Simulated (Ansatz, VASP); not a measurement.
FeSi: VASP beside Ansatz

```
Fe Si
1.0
     4.40273    0.00000    0.00000
     0.00000    4.40273    0.00000
     0.00000    0.00000    4.40273
Fe Si
4 4
Direct
  0.86398 0.63602 0.36398
  0.63602 0.36398 0.86398
  0.36398 0.86398 0.63602
  0.13602 0.13602 0.13602
  0.15927 0.34073 0.65927
  0.34073 0.65927 0.15927
  0.65927 0.15927 0.34073
  0.84073 0.84073 0.84073
```

Alike in both runs: task single point; functional PBE; k mesh 6 × 6 × 6; no spin polarisation.

|  | VASP | Ansatz |
| --- | --- | --- |
| version | VASP 6.6.1 | Ansatz 0.2.0 |
| potentials or method | VASP PAW PBE potentials, release 64 (Fe, Si) | plane waves, PAW |
| plane-wave cutoff (eV) | 600 | 420 |
| occupations | gaussian, width 0.01 eV | fixed |
| valence electrons in the cell | 48 | 80 |

```tsv
	VASP	Ansatz	Ansatz less VASP
gap on the k mesh at the Fermi level (eV)	0.18	0.19	+0.006
pressure (GPa)	7.8	7.6	-0.20
rms of the force components (eV/Å)	0.072	0.057	-0.0145
```

Atom by atom the forces differ by 0.015 eV/Å (rms over components). VASP's potentials hold 48 valence electrons a cell and Ansatz's 80, so a difference there can come from the potentials and not from the codes.
